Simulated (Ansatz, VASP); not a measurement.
# EuMn3: VASP beside Ansatz

```
Eu Mn
1.0
     4.05096    0.00000    0.00000
     0.00000    4.05096    0.00000
     0.00000    0.00000    4.05096
Eu Mn
1 3
Direct
  0.00000 0.00000 0.00000
  0.00000 0.50000 0.50000
  0.50000 0.50000 0.00000
  0.50000 0.00000 0.50000
```

Alike in both runs: task single point; functional PBEsol; k mesh 8 × 8 × 8; occupations gaussian, width 0.05 eV; collinear spin.

|  | VASP | Ansatz |
| --- | --- | --- |
| version | VASP 6.6.1 | Ansatz 0.2.0 |
| potentials or method | VASP PAW PBE potentials, release 64 (Eu, Mn_pv), cutoff 520 eV | scalar-relativistic, plane waves, PAW |
| valence electrons in the cell | 56 | 62 |

VASP gave:

* pressure (GPa): -1.3
* net moment per atom (μB): 0.88
* size of the moment on the site where the two differ most (μB): 3.29

Task: What did Ansatz give for the same quantities?

Result: Pressure (GPa): -1.5; net moment per atom (μB): 0.88; size of the moment on the site where the two differ most (μB): 3.34.

VASP's potentials were made for PBE, not for PBEsol. Site moments also hang on the region over which each program counts them. VASP's potentials hold 56 valence electrons a cell and Ansatz's 62, so a difference there can come from the potentials and not from the codes. Ansatz's warnings: given moment on shells.

Spin-orbit coupling is off throughout.
